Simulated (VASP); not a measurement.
Write the native input for VASP 6.6.1 that does the following.

| Property | Result |
| --- | --- |
| Task | single point |
| Functional | PBE |
| Potentials or basis | VASP PAW PBE potentials, release 64 (Hf_pv) |
| Cutoff | 520 eV |
| k mesh | 13 × 13 × 13 |
| Occupations | fermi-dirac, width 0.03 eV |
| Spin | no spin polarisation |
| Dipole correction | no |
| Further INCAR settings | ALGO = Normal; EDIFF = 1e-06; NBANDS = 11 |

The structure of Hf lies in POSCAR:

```
Hf
1.0
   -0.0666000000      2.1867000000      2.1867000000
    2.1867000000     -0.0666000000      2.1867000000
    2.1867000000      2.1867000000     -0.0666000000
Hf
1
Direct
    0.0000000000      0.0000000000      0.0000000000
```

This cell differs from its parent crystal: equal xy, yz and zx shear strains of -3 %.

One way to write it, as run:

INCAR

```
SYSTEM = Hf
  PREC = Accurate
  ENCUT = 520
  EDIFF = 1E-6
  ISMEAR = -1
  SIGMA = 0.03
  LREAL = .False.
  LASPH = .True.
  NELM = 80
  ALGO = Normal
  ISIF = 2
  LWAVE = .False.
  LCHARG = .False.
  GGA = PE
  NBANDS = 11
```

KPOINTS

```
Automatic mesh
0
Gamma
  13 13 13
  0 0 0
```

Potentials or basis: VASP PAW PBE potentials, release 64 (Hf_pv).

Run with:

```console
$ cat potpaw_PBE.64/Hf_pv/POTCAR > POTCAR
$ mpirun -np 1 vasp_std > vasp.out
```

It gave:

The pressure is 2.9 GPa and the band gap on the k mesh is zero (band 5 reaches 6.18 eV, above the bottom of band 6 at 4.32 eV).

Caveat: the cell differs from its parent crystal (equal xy, yz and zx shear strains of -3 %); spin-orbit coupling is left out, which moves the levels of the heavy elements.

It took 21 s on 1 thread of Intel(R) Xeon(R) Platinum 8488C (Sapphire Rapids) (shared host), peak memory 0.18 GiB.
